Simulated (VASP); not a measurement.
# SnO2 (P4_2/mnm) in VASP: single point with LDA

Aim: the single point of SnO2 with LDA.

Program: VASP 6.6.1. These are calculated values, not measurements. Logs are shortened: lines on timing, memory, paths and dates and some standing lists are left out, and cuts for length are marked.

**1. The cell of the first run**

It takes space group P4_2/mnm (No. 136, tetragonal). Conventional cell: a = 4.738 Å, b = 4.738 Å, c = 3.187 Å, α = 90.00°, β = 90.00°, γ = 90.00°. Sn (site symmetry mmm) has 6 O at 2.05 to 2.06 Å within 2.7 Å. O (site symmetry m2m) has 3 Sn at 2.05 to 2.06 Å and 1 O at 2.59 Å within 2.7 Å.

**2. Single point, LDA**

INCAR

```
SYSTEM = SnO2
  ALGO = Normal
  EDIFF = 1E-6
  ENCUT = 600
  GGA_COMPAT = .False.
  ISIF = 2
  ISMEAR = 0
  LASPH = .True.
  LCHARG = .True.
  LELF = .True.
  LREAL = .False.
  LVHAR = .True.
  LWAVE = .False.
  NBANDS = 64
  NELM = 120
  PREC = Accurate
  SIGMA = 0.05
```

KPOINTS

```
k-points
0
Gamma
  4 4 2
  0 0 0
```

POSCAR

```
SnO2
1.0
    4.7380000000      0.0000000000      0.0000000000
    0.0000000000      4.7380000000      0.0000000000
    0.0000000000      0.0000000000      6.3730000000
Sn O
4 8
Direct
    0.0000000000      0.0000000000      0.0000000000
    0.5000000000      0.5000000000      0.2500000000
    0.0000000000      0.0000000000      0.5000000000
    0.5000000000      0.5000000000      0.7500000000
    0.3071000000      0.3071000000      0.0000000000
    0.1929000000      0.8071000000      0.2500000000
    0.6929000000      0.6929000000      0.0000000000
    0.8071000000      0.1929000000      0.2500000000
    0.3071000000      0.3071000000      0.5000000000
    0.1929000000      0.8071000000      0.7500000000
    0.6929000000      0.6929000000      0.5000000000
    0.8071000000      0.1929000000      0.7500000000
```

Potentials or basis: VASP PAW LDA potentials, release 64 (Sn_d, O).

The run is started by

```sh
$ cat potpaw_LDA.64/Sn_d/POTCAR potpaw_LDA.64/O/POTCAR > POTCAR
$ mpirun -np 1 vasp_std > vasp.out
```

OUTCAR:

```text
SYSTEM = SnO2
   EDIFF = 1E-6
   ENCUT = 600
   ISIF = 2
   ISMEAR = 0
   LASPH = .True.
   LREAL = .False.
   NELM = 120
   PREC = Accurate

 ion  position               nearest neighbor table
   1  0.000  0.000  0.000-   6 2.05   8 2.05  10 2.05  12 2.05   7 2.06   5 2.06   3 3.19   3 3.19
                             4 3.71   2 3.71   2 3.71   4 3.71   2 3.71   4 3.71   2 3.71   4 3.71
   2  0.500  0.500  0.250-   5 2.05   7 2.05   9 2.05  11 2.05   6 2.06   8 2.06   4 3.19   4 3.19
                             1 3.71   3 3.71   1 3.71   3 3.71   1 3.71   3 3.71   1 3.71   3 3.71
   3  0.000  0.000  0.500-   6 2.05   8 2.05  10 2.05  12 2.05  11 2.06   9 2.06   1 3.19   1 3.19
                             4 3.71   2 3.71   2 3.71   4 3.71   2 3.71   4 3.71   2 3.71   4 3.71
   4  0.500  0.500  0.750-   5 2.05   7 2.05   9 2.05  11 2.05  10 2.06  12 2.06   2 3.19   2 3.19
                             3 3.71   1 3.71   1 3.71   3 3.71   1 3.71   3 3.71   1 3.71   3 3.71
   5  0.307  0.307  0.000-   2 2.05   4 2.05   1 2.06
   6  0.193  0.807  0.250-   1 2.05   3 2.05   2 2.06
   7  0.693  0.693  0.000-   2 2.05   4 2.05   1 2.06
   8  0.807  0.193  0.250-   1 2.05   3 2.05   2 2.06
   9  0.307  0.307  0.500-   2 2.05   4 2.05   3 2.06
  10  0.193  0.807  0.750-   1 2.05   3 2.05   4 2.06
  11  0.693  0.693  0.500-   2 2.05   4 2.05   3 2.06
  12  0.807  0.193  0.750-   1 2.05   3 2.05   4 2.06
[... 7 lines left out ...]
 A1 = (   4.7380000000,   0.0000000000,   0.0000000000)
 A2 = (   0.0000000000,   4.7380000000,   0.0000000000)
 A3 = (   0.0000000000,   0.0000000000,   6.3730000000)

Analysis of symmetry for initial positions (statically):
=====================================================================
 Subroutine PRICEL returns following result:

  LATTYP: Found a simple tetragonal cell.
 ALAT       =     4.7380000000
 C/A-ratio  =     0.6725411566

  Lattice vectors:

 A1 = (   4.7380000000,   0.0000000000,   0.0000000000)
 A2 = (   0.0000000000,   4.7380000000,   0.0000000000)
 A3 = (   0.0000000000,   0.0000000000,   3.1865000000)

   2 primitive cells build up your supercell.

 Routine SETGRP: Setting up the symmetry group for a
 simple tetragonal supercell.

 Subroutine GETGRP returns: Found 16 space group operations
 (whereof  8 operations were pure point group operations)
 out of a pool of 16 trial point group operations.

The static configuration has the point symmetry D_2h.
 The point group associated with its full space group is D_4h.

Analysis of symmetry for dynamics (positions and initial velocities):
=====================================================================
 Subroutine PRICEL returns following result:

  LATTYP: Found a simple tetragonal cell.
 ALAT       =     4.7380000000
 C/A-ratio  =     0.6725411566

  Lattice vectors:

 A1 = (   4.7380000000,   0.0000000000,   0.0000000000)
 A2 = (   0.0000000000,   4.7380000000,   0.0000000000)
 A3 = (   0.0000000000,   0.0000000000,   3.1865000000)

   2 primitive cells build up your supercell.

 Routine SETGRP: Setting up the symmetry group for a
 simple tetragonal supercell.

 Subroutine GETGRP returns: Found 16 space group operations
 (whereof  8 operations were pure point group operations)
 out of a pool of 16 trial point group operations.

The dynamic configuration has the point symmetry D_2h.
 The point group associated with its full space group is D_4h.

 Subroutine INISYM returns: Found 16 space group operations
 (whereof  8 operations are pure point group operations),
 and found     2 'primitive' translations

----------------------------------------------------------------------------------------

                                     Primitive cell

  volume of cell :      71.5326

  direct lattice vectors                    reciprocal lattice vectors
     4.738000000  0.000000000  0.000000000     0.211059519  0.000000000  0.000000000
     0.000000000  4.738000000  0.000000000     0.000000000  0.211059519  0.000000000
     0.000000000  0.000000000  3.186500000     0.000000000  0.000000000  0.313823945

  length of vectors
     4.738000000  4.738000000  3.186500000     0.211059519  0.211059519  0.313823945

[... 28 lines left out ...]
     0.052764880  0.000000000  0.000000000     0.250000000  0.000000000  0.000000000
     0.000000000  0.052764880  0.000000000     0.000000000  0.250000000  0.000000000
     0.000000000  0.000000000  0.078455986     0.000000000  0.000000000  0.500000000

  Length of vectors
     0.052764880  0.052764880  0.078455986

  Shift w.r.t. Gamma in fractional coordinates (k-lattice)
     0.000000000  0.000000000  0.000000000

 Subroutine IBZKPT returns following result:
 ===========================================

 Found     12 irreducible k-points:

 Following reciprocal coordinates:
            Coordinates               Weight
  0.000000  0.000000  0.000000      1.000000
  0.250000  0.000000  0.000000      4.000000
  0.500000  0.000000  0.000000      2.000000
  0.250000  0.250000  0.000000      4.000000
  0.500000  0.250000  0.000000      4.000000
  0.500000  0.500000  0.000000      1.000000
  0.000000  0.000000  0.500000      1.000000
  0.250000  0.000000  0.500000      4.000000
  0.500000  0.000000  0.500000      2.000000
  0.250000  0.250000  0.500000      4.000000
  0.500000  0.250000  0.500000      4.000000
  0.500000  0.500000  0.500000      1.000000
   k-points           NKPTS =     12   k-points in BZ     NKDIM =     12   number of bands    NBANDS=     64
   number of dos      NEDOS =    301   number of ions     NIONS =     12
   total plane-waves  NPLWV =  86400
   dimension x,y,z NGX =    40 NGY =   40 NGZ =   54
   dimension x,y,z NGXF=    80 NGYF=   80 NGZF=  108
   ions per type =               4   8
   NGX,Y,Z   is equivalent  to a cutoff of  14.04, 14.04, 14.09 a.u.
   NGXF,Y,Z  is equivalent  to a cutoff of  28.07, 28.07, 28.17 a.u.
 SYSTEM =  SnO2
   PREC   = accura    normal or accurate (medium, high low for compatibility)
   ISTART =      0    job   : 0-new  1-cont  2-samecut
   ICHARG =      2    charge: 1-file 2-atom 10-const
   ISPIN  =      1    spin polarized calculation?
   LNONCOLLINEAR =      F non collinear calculations
   LSORBIT =      F    spin-orbit coupling
   LASPH  =      T    aspherical Exc in radial PAW
   ENCUT  =  600.0 eV  44.10 Ry    6.64 a.u.   9.46  9.46 12.73*2*pi/ulx,y,z
   NELM   =    120;   NELMIN=  2; NELMDL= -5     # of ELM steps
   EDIFF  = 0.1E-05   stopping-criterion for ELM
   LREAL  =      F    real-space projection
   EDIFFG = 0.1E-04   stopping-criterion for IOM
   NSW    =      0    number of steps for IOM
   IBRION =     -1    ionic relax: 0-MD 1-quasi-New 2-CG
   NFREE  =      0    steps in history (QN), initial steepest desc. (CG)
   ISIF   =      2    stress and relaxation
   ISYM   =      2    0-nonsym 1-usesym 2-fastsym
   POTIM  = 0.5000    time-step for ionic-motion
   TEBEG  =    0.0;   TEEND  =   0.0 temperature during run
   PSTRESS=    0.0 pullay stress
   NELECT =     104.0000    total number of electrons
   NUPDOWN=      -1.0000    fix difference up-down
   EMIN   =  10.00;   EMAX   =-10.00  energy-range for DOS
   EFERMI =   0.00;   METHOD = LEGACY
   ISMEAR =     0;   SIGMA  =   0.05  broadening in eV -4-tet -1-fermi 0-gaus
   EFERMI_NEDOS =   21; number of points for ismear=-14 and -15
   IALGO  =     38    algorithm
   IMIX   =      4    mixing-type and parameters
     AMIX     =   0.40;   BMIX     =  1.00
     AMIX_MAG =   1.60;   BMIX_MAG =  1.00
  volume/ion in A,a.u.               =      11.92        80.45
  Fermi-wavevector in a.u.,A,eV,Ry     =   1.472000  2.781677 29.480903  2.166785
  Thomas-Fermi vector in A             =   2.587068
   LORBIT       =      0    0 simple, 1 ext, 2 COOP (PROOUT), +10 PAW based schemes
   GGA     = CA    functional components
   LHFCALC =     F    Hartree Fock is set to
   AEXX    =    0.0000 exact exchange contribution
   IVDW    =     0    specifies the selected vdW correction
   LEPSILON=     F    determine dielectric tensor
   LRPA    =     F    only Hartree local field effects (RPA)
 non-spin polarized calculation
 Gauss-broadening in eV      SIGMA  =   0.05
  energy-cutoff  :      600.00
  volume of cell :      143.07
 maximum number of plane-waves:      4810
 NGX is ok and might be reduce to    40
   NGX = 19   NGY = 19   NGZ = 25

 number of electron     104.0000008 magnetization

 Free energy of the ion-electron system (eV)
  ---------------------------------------------------
  ext. energy  EPLUGINS =         0.00000000
  ---------------------------------------------------
  free energy    TOTEN  =       -84.55676780 eV

  energy without entropy =      -84.55676780  energy(sigma->0) =      -84.55676780

 E-fermi :   6.1495     XC(G=0): -11.7988

 val. band max:        5.8653813731   @ k =   0.0000   0.0000   0.0000
 cond. band min:       7.0336048938   @ k =   0.0000   0.0000   0.0000
 fundamental gap:      1.1682235208
 Fermi energy:         6.1495446139

 k-point     1 :       0.0000    0.0000    0.0000
  band No.  band energies     occupation
      1     -15.1410      2.00000
      2     -14.8846      2.00000
      3     -14.8846      2.00000
      4     -14.3955      2.00000
      5     -14.3825      2.00000
      6     -14.3825      2.00000
[... 793 lines left out ...]
     63      16.1136      0.00000
     64      16.1880      0.00000

------------------------ aborting loop because EDIFF is reached ----------------------------------------

  FORCE on cell =-STRESS in cart. coord.  units (eV):
  Direction    XX          YY          ZZ          XY          YZ          ZX
  --------------------------------------------------------------------------------------
  -------------------------------------------------------------------------------------
  Total       -0.4483980     -0.4483980      1.0761634      0.0000000      0.0000000      0.0000000
  in kB       -5.0215780     -5.0215780     12.0518796      0.0000000      0.0000000      0.0000000
  external PRESSURE =       0.6695745 kB  Pullay stress =       0.0000000 kB

 VOLUME and BASIS-vectors are now :
 -----------------------------------------------------------------------------
  energy-cutoff  :      600.00
  volume of cell :      143.07
      direct lattice vectors                 reciprocal lattice vectors
     4.738000000  0.000000000  0.000000000     0.211059519  0.000000000  0.000000000
     0.000000000  4.738000000  0.000000000     0.000000000  0.211059519  0.000000000
     0.000000000  0.000000000  6.373000000     0.000000000  0.000000000  0.156911972

 POSITION                                       TOTAL-FORCE (eV/Angst)
 -----------------------------------------------------------------------------------
      0.00000      0.00000      0.00000        -0.000000      0.000000      0.000000
      2.36900      2.36900      1.59325        -0.000000      0.000000      0.000000
      0.00000      0.00000      3.18650        -0.000000      0.000000      0.000000
      2.36900      2.36900      4.77975        -0.000000      0.000000      0.000000
      1.45504      1.45504      0.00000        -0.128758     -0.128758     -0.000000
      0.91396      3.82404      1.59325         0.128758     -0.128758      0.000000
      3.28296      3.28296      0.00000         0.128758      0.128758     -0.000000
      3.82404      0.91396      1.59325        -0.128758      0.128758     -0.000000
      1.45504      1.45504      3.18650        -0.128758     -0.128758      0.000000
      0.91396      3.82404      4.77975         0.128758     -0.128758     -0.000000
      3.28296      3.28296      3.18650         0.128758      0.128758     -0.000000
      3.82404      0.91396      4.77975        -0.128758      0.128758     -0.000000
 -----------------------------------------------------------------------------------
    total drift:                               -0.000000     -0.000000      0.000000

  FREE ENERGIE OF THE ION-ELECTRON SYSTEM (eV)
  ---------------------------------------------------
  free  energy   TOTEN  =       -84.5567678025 eV

  energy  without entropy=      -84.5567678025  energy(sigma->0) =      -84.55676780
```

Wall time 1.7 min (1 thread of Intel Xeon Platinum 8559C (Emerald Rapids), shared host); peak memory 0.28 GiB.

Results:

```yaml
Free_energy: -84.5568 eV
Pressure: 0.1 GPa
Largest_force: 0.182 eV/Å
Band_gap_on_the_k_mesh: 1.17 eV
```

Forces in eV/Å, atoms in the order of the input:
```
Sn   0.000  0.000  0.000
Sn   0.000  0.000  0.000
Sn   0.000  0.000  0.000
Sn   0.000  0.000  0.000
O   -0.129 -0.129  0.000
O    0.129 -0.129  0.000
O    0.129  0.129  0.000
O   -0.129  0.129  0.000
O   -0.129 -0.129  0.000
O    0.129 -0.129  0.000
O    0.129  0.129  0.000
O   -0.129  0.129  0.000
```

Stress tensor (GPa, compression positive):
```
-0.50  0.00  0.00
 0.00 -0.50  0.00
 0.00  0.00  1.21
```

Caveat: the k points lie up to 0.49 Å⁻¹ apart; spin-orbit coupling is left out, which moves the levels of the heavy elements.
